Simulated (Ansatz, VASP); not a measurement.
## One calculation of ZrC, two programs

```
Zr C
1.0
     0.00000    2.37763    2.37763
     2.37763    0.00000    2.37763
     2.37763    2.37763    0.00000
Zr C
1 1
Direct
  0.50000 0.50000 0.50000
  0.00000 0.00000 0.00000
```

Alike in both runs: task single point; functional PBE; k mesh 20 × 20 × 20; occupations gaussian, width 0.1 eV; no spin polarisation.

```csv
,VASP,Ansatz
version,VASP 6.6.1,Ansatz 0.2.0
potentials or method,"VASP PAW PBE potentials, release 64 (Zr_sv, C), cutoff 520 eV","scalar-relativistic, plane waves, PAW"
valence electrons in the cell,16,16
```

|  | VASP | Ansatz | Ansatz less VASP |
| --- | --- | --- | --- |
| gap on the k mesh at the Fermi level (eV) | none | none | - |
| pressure (GPa) | -5.9 | -6.2 | -0.23 |

A gap of «none» marks a metal or a gap that the smearing closes.
